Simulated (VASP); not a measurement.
Runs of VASP 6.6.1 on Yb. The structure is that of space group Im-3m (No. 229), or close to it. The cells are those of the table. 

```tsv
level	spin	U	cell	smearing	gap on the mesh (eV)	pressure (GPa)	moment (μB)
PBEsol	non-collinear, typed start, SOC	-	a = 3.726 Å, angles 109.5°, 1 atom	fermi-dirac 0.05 eV	-	(b)	0.00
PBE	collinear, ferromagnetic start	-	a = 3.726 Å, angles 109.5°, 1 atom	fermi-dirac 0.05 eV	none	0.5	0.00
r2SCAN	collinear, ferromagnetic start	-	a = 3.800 Å, angles 109.5°, 1 atom	fermi-dirac 0.05 eV	none	(a)	0.00
PBEsol	collinear, ferromagnetic start	-	a = 3.650 Å, angles 109.5°, 1 atom	fermi-dirac 0.05 eV	none	-3.2	0.00
PBEsol+U	collinear, ferromagnetic start	Yb f U = 6.0 eV	a = 3.726 Å, angles 109.5°, 1 atom	tetrahedron	none	-0.8	0.00
```

Alike in all rows: task single point; potentials or basis VASP PAW PBE potentials, release 64 (Yb); k mesh 9 × 9 × 9; cutoff (eV) 520.

Q: Fill in the values left out.

A: (a) -4.9; (b) -3.1.

Caveats: the PAW data sets were made with another functional, which shifts forces and pressure a little (some runs); spin-orbit coupling is left out, which moves the levels of the heavy elements (some runs); tetrahedron occupations give inexact forces and stress in metals (some runs).

A k mesh can miss the band edges, and rows without SOC leave out spin-orbit coupling on Yb.

A gap of «none» marks levels without a gap at the run's occupations.
